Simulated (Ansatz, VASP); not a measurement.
Cu: VASP beside Ansatz

The input INCAR:

```
SYSTEM = Cu
ALGO     = Fast           ! electronic algorithm
EDIFF    = 1E-6           ! SCF threshold, eV
ENCUT    = 520            ! plane-wave cutoff, eV
GGA      = PS             ! functional
ISIF     = 2              ! what is computed and relaxed
ISMEAR   = 0              ! smearing method
LASPH    = .TRUE.         ! aspherical terms in the spheres
LCHARG   = .FALSE.        ! write CHGCAR
LREAL    = .FALSE.        ! projectors in reciprocal space
LWAVE    = .FALSE.        ! write WAVECAR
NBANDS   = 18             ! bands
NELM     = 60             ! most SCF steps
PREC     = Accurate       ! precision mode
SIGMA    = 0.15           ! smearing width, eV
```

The input KPOINTS:

```
k-points
0
G
  24 24 12
  0 0 0
```

File POSCAR:

```
Cu
1.0
    2.4844188507      0.0000000000      0.0000000000
   -1.2422094253      2.1515698383      0.0000000000
    0.0000000000      0.0000000000      3.8975562930
Cu
2
Direct
    0.3333333333      0.6666666667      0.2500000000
    0.6666666667      0.3333333333      0.7500000000
```

Input for Ansatz:

```yaml
crystal:
  lattice:
    - [2.4844188507, 0.0, 0.0]
    - [-1.2422094253, 2.1515698383, 0.0]
    - [0.0, 0.0, 3.897556293]
  atoms:
    - { symbol: Cu, position: [0.3333333333, 0.6666666667, 0.25] }
    - { symbol: Cu, position: [0.6666666667, 0.3333333333, 0.75] }
basis:
  ecutwfc: 520.0
kpoints:
  mp_grid: { grid: [24, 24, 12] }
hamiltonian:
  xc: pbesol
  pseudopotentials: { kind: paw }
scf:
  occupations: { method: gaussian, width: 0.15 }
output:
  forces: true
  stress: true
  eigenvalues: true
```

Alike in both runs: task single point; functional PBEsol; k mesh 24 × 24 × 12; occupations gaussian, width 0.15 eV; no spin polarisation.

```csv
,VASP,Ansatz
version,VASP 6.6.1,Ansatz 0.2.0
potentials or method,"VASP PAW PBE potentials, release 64 (Cu), cutoff 520 eV","scalar-relativistic, plane waves, PAW"
valence electrons in the cell,22,38
```

```tsv
	VASP	Ansatz	Ansatz less VASP
gap on the k mesh at the Fermi level (eV)	none	none	-
pressure (GPa)	19.5	17.5	-1.97
traceless stress, the component that is largest in VASP (GPa)	7.63	7.67	+0.037
```

VASP's potentials were made for PBE, not for PBEsol. A gap of «none» marks a metal or a gap that the smearing closes. VASP's potentials hold 22 valence electrons a cell and Ansatz's 38, so a difference there can come from the potentials and not from the codes.
